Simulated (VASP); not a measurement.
# Cs (Im-3m) in VASP: further runs

Runs on Cs. Level: PBEsol. Tasks: single point, relaxation of cell and atoms.

All numbers are computed with VASP 6.6.1; they aren't measurements. Logs are shortened: lines on timing, memory, paths and dates and some standing lists are left out, and cuts for length are marked.

### Step 1. The cell of the first run

The structure is cubic, space group Im-3m (No. 229). Conventional cell: a = 6.067 Å, b = 6.067 Å, c = 6.067 Å, α = 90.00°, β = 90.00°, γ = 90.00°.

### Step 2. Single point, PBEsol

The input, INCAR:

```
SYSTEM = Cs
PREC = Accurate
ENCUT = 500
EDIFF = 1E-6
ISMEAR = 0
SIGMA = 0.05
LREAL = .False.
LASPH = .True.
NELM = 120
ALGO = Normal
ISIF = 2
LWAVE = .False.
LCHARG = .False.
GGA = PS
NBANDS = 10
GGA_COMPAT = .False.
```

The input, KPOINTS:

```
Automatic mesh
0
Gamma
  6 6 6
  0 0 0
```

The input, POSCAR:

```
Cs
1.0
   -3.0335000000      3.0335000000      3.0335000000
    3.0335000000     -3.0335000000      3.0335000000
    3.0335000000      3.0335000000     -3.0335000000
Cs
1
Direct
    0.0000000000      0.0000000000      0.0000000000
```

Potentials or basis: VASP PAW PBE potentials, release 64 (Cs_sv).

On the command line:

```bash
$ cat potpaw_PBE.64/Cs_sv/POTCAR > POTCAR
$ mpirun -np 1 vasp_std > vasp.out
```

OUTCAR:

```text
SYSTEM = Cs
   PREC = Accurate
   ENCUT = 500
   EDIFF = 1E-6
   ISMEAR = 0
   LREAL = .False.
   LASPH = .True.
   NELM = 120
   ISIF = 2
   GGA = PS

 ion  position               nearest neighbor table
   1  0.000  0.000  0.000-

  LATTYP: Found a body centered cubic cell.
 ALAT       =     6.0670000000

  Lattice vectors:

 A1 = (  -3.0335000000,   3.0335000000,   3.0335000000)
 A2 = (   3.0335000000,  -3.0335000000,   3.0335000000)
 A3 = (   3.0335000000,   3.0335000000,  -3.0335000000)

Analysis of symmetry for initial positions (statically):
=====================================================================
 Subroutine PRICEL returns:
 Original cell was already a primitive cell.

 Routine SETGRP: Setting up the symmetry group for a
 body centered cubic supercell.

 Subroutine GETGRP returns: Found 48 space group operations
 (whereof 48 operations were pure point group operations)
 out of a pool of 48 trial point group operations.

The static configuration has the point symmetry O_h .

Analysis of symmetry for dynamics (positions and initial velocities):
=====================================================================
 Subroutine PRICEL returns:
 Original cell was already a primitive cell.

 Routine SETGRP: Setting up the symmetry group for a
 body centered cubic supercell.

 Subroutine GETGRP returns: Found 48 space group operations
 (whereof 48 operations were pure point group operations)
 out of a pool of 48 trial point group operations.

The dynamic configuration has the point symmetry O_h .

 Subroutine INISYM returns: Found 48 space group operations
 (whereof 48 operations are pure point group operations),
 and found     1 'primitive' translations

----------------------------------------------------------------------------------------

                                     Primitive cell

  volume of cell :     111.6586

  direct lattice vectors                    reciprocal lattice vectors
    -3.033500000  3.033500000  3.033500000     0.000000000  0.164826108  0.164826108
     3.033500000 -3.033500000  3.033500000     0.164826108  0.000000000  0.164826108
     3.033500000  3.033500000 -3.033500000     0.164826108  0.164826108  0.000000000

  length of vectors
     5.254176125  5.254176125  5.254176125     0.233099318  0.233099318  0.233099318

  position of ions in fractional coordinates (direct lattice)
     0.000000000  0.000000000  0.000000000

  ion indices of the primitive-cell ions
   primitive index   ion index
                 1           1

----------------------------------------------------------------------------------------

 KPOINTS: Automatic mesh

Automatic generation of k-mesh.
 Grid dimensions read from file:
 generate k-points for:    6    6    6

 Generating k-lattice:

  Cartesian coordinates                     Fractional coordinates (reciprocal lattice)
     0.000000000  0.027471018  0.027471018     0.166666667  0.000000000  0.000000000
     0.027471018  0.000000000  0.027471018     0.000000000  0.166666667  0.000000000
     0.027471018  0.027471018  0.000000000     0.000000000  0.000000000  0.166666667

  Length of vectors
     0.038849886  0.038849886  0.038849886

  Shift w.r.t. Gamma in fractional coordinates (k-lattice)
     0.000000000  0.000000000  0.000000000

 Subroutine IBZKPT returns following result:
 ===========================================

 Found     16 irreducible k-points:

 Following reciprocal coordinates:
            Coordinates               Weight
  0.000000  0.000000  0.000000      1.000000
  0.166667  0.000000  0.000000     12.000000
  0.333333  0.000000  0.000000     12.000000
  0.500000  0.000000  0.000000      6.000000
  0.166667  0.166667  0.000000     24.000000
  0.333333  0.166667  0.000000     48.000000
[... 8 lines left out ...]
  0.500000  0.500000  0.333333     12.000000
  0.500000  0.500000  0.500000      1.000000
   k-points           NKPTS =     16   k-points in BZ     NKDIM =     16   number of bands    NBANDS=     10
   number of dos      NEDOS =    301   number of ions     NIONS =      1
   total plane-waves  NPLWV =  64000
   dimension x,y,z NGX =    40 NGY =   40 NGZ =   40
   dimension x,y,z NGXF=    80 NGYF=   80 NGZF=   80
   ions per type =               1
   NGX,Y,Z   is equivalent  to a cutoff of  12.66, 12.66, 12.66 a.u.
   NGXF,Y,Z  is equivalent  to a cutoff of  25.31, 25.31, 25.31 a.u.
 SYSTEM =  Cs
   PREC   = accura    normal or accurate (medium, high low for compatibility)
   ISTART =      0    job   : 0-new  1-cont  2-samecut
   ICHARG =      2    charge: 1-file 2-atom 10-const
   ISPIN  =      1    spin polarized calculation?
   LNONCOLLINEAR =      F non collinear calculations
   LSORBIT =      F    spin-orbit coupling
   LASPH  =      T    aspherical Exc in radial PAW
   ENCUT  =  500.0 eV  36.75 Ry    6.06 a.u.   9.58  9.58  9.58*2*pi/ulx,y,z
   NELM   =    120;   NELMIN=  2; NELMDL= -5     # of ELM steps
   EDIFF  = 0.1E-05   stopping-criterion for ELM
   LREAL  =      F    real-space projection
   EDIFFG = 0.1E-04   stopping-criterion for IOM
   NSW    =      0    number of steps for IOM
   IBRION =     -1    ionic relax: 0-MD 1-quasi-New 2-CG
   NFREE  =      0    steps in history (QN), initial steepest desc. (CG)
   ISIF   =      2    stress and relaxation
   ISYM   =      2    0-nonsym 1-usesym 2-fastsym
   POTIM  = 0.5000    time-step for ionic-motion
   TEBEG  =    0.0;   TEEND  =   0.0 temperature during run
   PSTRESS=    0.0 pullay stress
   NELECT =       9.0000    total number of electrons
   NUPDOWN=      -1.0000    fix difference up-down
   EMIN   =  10.00;   EMAX   =-10.00  energy-range for DOS
   EFERMI =   0.00;   METHOD = LEGACY
   ISMEAR =     0;   SIGMA  =   0.05  broadening in eV -4-tet -1-fermi 0-gaus
   EFERMI_NEDOS =   21; number of points for ismear=-14 and -15
   IALGO  =     38    algorithm
   IMIX   =      4    mixing-type and parameters
     AMIX     =   0.40;   BMIX     =  1.00
     AMIX_MAG =   1.60;   BMIX_MAG =  1.00
  volume/ion in A,a.u.               =     111.66       753.51
  Fermi-wavevector in a.u.,A,eV,Ry     =   0.707172  1.336361  6.804166  0.500092
  Thomas-Fermi vector in A             =   1.793149
   LORBIT       =      0    0 simple, 1 ext, 2 COOP (PROOUT), +10 PAW based schemes
   GGA     = PS    functional components
   LHFCALC =     F    Hartree Fock is set to
   AEXX    =    0.0000 exact exchange contribution
   IVDW    =     0    specifies the selected vdW correction
   LEPSILON=     F    determine dielectric tensor
   LRPA    =     F    only Hartree local field effects (RPA)
 non-spin polarized calculation
 Gauss-broadening in eV      SIGMA  =   0.05
  energy-cutoff  :      500.00
  volume of cell :      111.66
 maximum number of plane-waves:      2899
 NGX is ok and might be reduce to    40
   NGX = 19   NGY = 19   NGZ = 19

 number of electron       8.9999999 magnetization

 Free energy of the ion-electron system (eV)
  ---------------------------------------------------
  ext. energy  EPLUGINS =         0.00000000
  ---------------------------------------------------
  free energy    TOTEN  =        -0.92755205 eV

  energy without entropy =       -0.92077323  energy(sigma->0) =       -0.92416264

 E-fermi :   0.4596     XC(G=0):  -5.5536

 val. band max:        0.3406376437   @ k =   0.1667   0.1667   0.1667
 cond. band min:       0.4671145587   @ k =   0.5000   0.0000   0.0000
 fundamental gap:      0.1264769150
 Fermi energy:         0.4596324069

 k-point     1 :       0.0000    0.0000    0.0000
  band No.  band energies     occupation
      1     -23.3821      2.00000
      2     -10.0970      2.00000
      3     -10.0970      2.00000
      4     -10.0970      2.00000
      5      -1.2678      2.00000
      6       2.9627      0.00000
      7       2.9627      0.00000
      8       2.9627      0.00000
      9       3.8585      0.00000
     10       3.8585      0.00000

 k-point     2 :       0.1667    0.0000    0.0000
  band No.  band energies     occupation
      1     -23.3801      2.00000
      2     -10.1365      2.00000
      3     -10.1098      2.00000
      4     -10.0971      2.00000
      5      -0.9582      2.00000
      6       2.6027      0.00000
      7       2.6699      0.00000
      8       3.2796      0.00000
      9       3.6232      0.00000
     10       3.8232      0.00000

 k-point     3 :       0.3333    0.0000    0.0000
  band No.  band energies     occupation
      1     -23.3762      2.00000
      2     -10.2130      2.00000
      3     -10.1351      2.00000
      4     -10.0972      2.00000
      5      -0.1690      2.00000
      6       1.8081      0.00000
      7       2.2538      0.00000
      8       3.7865      0.00000
      9       3.9660      0.00000
     10       4.1886      0.00000

 k-point     4 :       0.5000    0.0000    0.0000
  band No.  band energies     occupation
      1     -23.3743      2.00000
      2     -10.2500      2.00000
      3     -10.1476      2.00000
      4     -10.0973      2.00000
      5       0.4671      0.83240
      6       1.3519      0.00000
      7       2.0903      0.00000
      8       3.6957      0.00000
      9       4.3249      0.00000
     10       4.8483      0.00000

 k-point     5 :       0.1667    0.1667    0.0000
  band No.  band energies     occupation
      1     -23.3772      2.00000
      2     -10.1885      2.00000
      3     -10.1259      2.00000
      4     -10.1060      2.00000
      5      -0.3962      2.00000
      6       2.0727      0.00000
      7       2.2839      0.00000
      8       3.5198      0.00000
      9       3.8523      0.00000
     10       4.1530      0.00000

 k-point     6 :       0.3333    0.1667    0.0000
  band No.  band energies     occupation
      1     -23.3743      2.00000
      2     -10.2308      2.00000
      3     -10.1558      2.00000
      4     -10.1092      2.00000
      5       0.4699      0.77108
      6       1.4924      0.00000
      7       1.9776      0.00000
      8       3.6061      0.00000
      9       4.1514      0.00000
     10       4.6448      0.00000

 k-point     7 :       0.3333    0.3333    0.0000
  band No.  band energies     occupation
      1     -23.3733      2.00000
      2     -10.2026      2.00000
      3     -10.2026      2.00000
      4     -10.1163      2.00000
      5       1.2962      0.00000
      6       1.3556      0.00000
      7       1.3556      0.00000
      8       3.8480      0.00000
      9       4.0357      0.00000
     10       4.0357      0.00000

 k-point     8 :       0.1667    0.1667    0.1667
  band No.  band energies     occupation
      1     -23.3751      2.00000
      2     -10.2178      2.00000
      3     -10.1316      2.00000
      4     -10.1316      2.00000
      5       0.3406      1.99924
      6       1.7465      0.00000
      7       1.7465      0.00000
      8       4.0876      0.00000
      9       4.1776      0.00000
     10       4.1776      0.00000

 k-point     9 :       0.3333    0.1667    0.1667
  band No.  band energies     occupation
      1     -23.3740      2.00000
      2     -10.2109      2.00000
      3     -10.1662      2.00000
      4     -10.1345      2.00000
      5       1.0882      0.00000
      6       1.3572      0.00000
      7       1.6527      0.00000
      8       3.3699      0.00000
      9       4.3124      0.00000
     10       4.3861      0.00000

 k-point    10 :      -0.1667    0.1667    0.1667
  band No.  band energies     occupation
      1     -23.3783      2.00000
      2     -10.1442      2.00000
      3     -10.1230      2.00000
      4     -10.1230      2.00000
      5      -0.6630      2.00000
      6       2.6624      0.00000
      7       2.7191      0.00000
      8       2.7191      0.00000
      9       3.3148      0.00000
     10       4.2853      0.00000

 k-point    11 :      -0.3333    0.3333    0.1667
  band No.  band energies     occupation
      1     -23.3746      2.00000
      2     -10.2060      2.00000
      3     -10.1493      2.00000
      4     -10.1265      2.00000
      5       0.0937      2.00000
      6       1.7877      0.00000
      7       2.4827      0.00000
      8       2.9351      0.00000
      9       4.0297      0.00000
     10       4.1005      0.00000

 k-point    12 :       0.5000    0.5000    0.1667
  band No.  band energies     occupation
      1     -23.3728      2.00000
      2     -10.2391      2.00000
      3     -10.1623      2.00000
      4     -10.1251      2.00000
      5       0.7725      0.00000
      6       1.2737      0.00000
      7       2.3525      0.00000
      8       2.7959      0.00000
      9       4.1494      0.00000
     10       5.2922      0.00000

 k-point    13 :      -0.3333    0.5000    0.1667
  band No.  band energies     occupation
      1     -23.3720      2.00000
      2     -10.2201      2.00000
      3     -10.1859      2.00000
      4     -10.1362      2.00000
      5       0.8693      0.00000
      6       1.4121      0.00000
      7       2.0171      0.00000
      8       3.2939      0.00000
      9       3.6431      0.00000
     10       4.8192      0.00000

 k-point    14 :      -0.3333    0.3333    0.3333
  band No.  band energies     occupation
      1     -23.3714      2.00000
      2     -10.1980      2.00000
      3     -10.1775      2.00000
      4     -10.1775      2.00000
      5       0.6820      0.00000
      6       1.4902      0.00000
      7       2.9049      0.00000
      8       2.9049      0.00000
      9       3.1869      0.00000
     10       4.2505      0.00000

 k-point    15 :       0.5000    0.5000    0.3333
  band No.  band energies     occupation
      1     -23.3697      2.00000
      2     -10.2169      2.00000
      3     -10.1914      2.00000
      4     -10.1793      2.00000
      5       1.1383      0.00000
      6       1.1638      0.00000
      7       2.6086      0.00000
      8       3.0207      0.00000
      9       3.7356      0.00000
     10       5.0700      0.00000

 k-point    16 :       0.5000    0.5000    0.5000
  band No.  band energies     occupation
      1     -23.3682      2.00000
      2     -10.2057      2.00000
      3     -10.2057      2.00000
      4     -10.2057      2.00000
      5       1.0796      0.00000
      6       1.0796      0.00000
      7       3.5235      0.00000
      8       3.5235      0.00000
      9       3.5235      0.00000
     10       4.9857      0.00000

------------------------ aborting loop because EDIFF is reached ----------------------------------------

  FORCE on cell =-STRESS in cart. coord.  units (eV):
  Direction    XX          YY          ZZ          XY          YZ          ZX
  --------------------------------------------------------------------------------------
  -------------------------------------------------------------------------------------
  Total       -0.0353549     -0.0353549     -0.0353549      0.0000000      0.0000000      0.0000000
  in kB       -0.5073041     -0.5073041     -0.5073041      0.0000000      0.0000000      0.0000000
  external PRESSURE =      -0.5073041 kB  Pullay stress =       0.0000000 kB

 VOLUME and BASIS-vectors are now :
 -----------------------------------------------------------------------------
  energy-cutoff  :      500.00
  volume of cell :      111.66
      direct lattice vectors                 reciprocal lattice vectors
    -3.033500000  3.033500000  3.033500000     0.000000000  0.164826108  0.164826108
     3.033500000 -3.033500000  3.033500000     0.164826108  0.000000000  0.164826108
     3.033500000  3.033500000 -3.033500000     0.164826108  0.164826108  0.000000000

 POSITION                                       TOTAL-FORCE (eV/Angst)
 -----------------------------------------------------------------------------------
      0.00000      0.00000      0.00000         0.000000     -0.000000     -0.000000
 -----------------------------------------------------------------------------------
    total drift:                               -0.000000      0.000000      0.000000

  FREE ENERGIE OF THE ION-ELECTRON SYSTEM (eV)
  ---------------------------------------------------
  free  energy   TOTEN  =        -0.9275520461 eV

  energy  without entropy=       -0.9207732265  energy(sigma->0) =       -0.92416264
```

Wall time 19 s (1 thread of AMD EPYC 7R43 (Zen 3), shared host); peak memory 0.19 GiB.

What came out:

```yaml
Free_energy: -0.9276 eV
Pressure: -0.1 GPa
```

Caveat: the PAW data sets were made with another functional, which shifts forces and pressure a little; spin-orbit coupling is left out, which moves the levels of the heavy elements.

### Step 3. Relaxation of cell and atoms, PBEsol

The input, INCAR:

```
SYSTEM = Cs
PREC = Accurate
ENCUT = 500
EDIFF = 1E-7
ISMEAR = 0
SIGMA = 0.05
LREAL = .False.
LASPH = .True.
NELM = 120
ALGO = Normal
ISIF = 3
LWAVE = .False.
LCHARG = .False.
GGA = PS
IBRION = 2
NSW = 80
EDIFFG = -0.03
GGA_COMPAT = .False.
NELMIN = 4
```

KPOINTS is that of step 2.

POSCAR is that of step 2.

Potentials or basis: VASP PAW PBE potentials, release 64 (Cs_sv).

On the command line:

```bash
$ cat potpaw_PBE.64/Cs_sv/POTCAR > POTCAR
$ mpirun -np 1 vasp_std > vasp.out
```

It took 30 s on 1 thread of AMD EPYC 7R43 (Zen 3), shared host; peak memory 0.19 GiB.

Results (log left out):

| Property | Result |
| --- | --- |
| Free energy | -0.9277 eV |
| Relaxed volume | 111.09 Å³/atom |
| Relaxed cell | a = 5.245 Å, b = 5.245 Å, c = 5.245 Å, α = 109.47°, β = 109.47°, γ = 109.47° |
| Space group after relaxing (to 0.05 Å) | Im-3m (No. 229) |
| Energy gained by relaxing | 0.2 meV/atom |
| Ionic steps | 2 |
| Pressure after relaxing | 0.0 GPa |

The path:
```tsv
step	energy change (eV)	largest force (eV/Å)	pressure (GPa)	volume (Å³)
1	0.0000	0.0000	-0.05	111.66
2	-0.0002	0.0000	-0.04	111.09
```

Final structure:
```
Cs
1.0
    -3.02838    3.02838    3.02838
     3.02838   -3.02838    3.02838
     3.02838    3.02838   -3.02838
Cs
1
Direct
  0.00000 0.00000 0.00000
```

Levels at points of the mesh, in eV from the Fermi level:
| k point | band 1 | band 2 | band 3 | band 4 | band 5 | band 6 | band 7 | band 8 |
| --- | --- | --- | --- | --- | --- | --- | --- | --- |
| (0.00, 0.00, 0.00) | -23.84 | -10.55 | -10.55 | -10.55 | -1.73 | 2.51 | 2.51 | 2.51 |
| (0.50, 0.00, 0.00) | -23.83 | -10.71 | -10.60 | -10.55 | 0.01 | 0.90 | 1.63 | 3.24 |
| (0.50, 0.50, 0.50) | -23.82 | -10.66 | -10.66 | -10.66 | 0.62 | 0.62 | 3.08 | 3.08 |

Caveat: the PAW data sets were made with another functional, which shifts forces and pressure a little; spin-orbit coupling is left out, which moves the levels of the heavy elements.
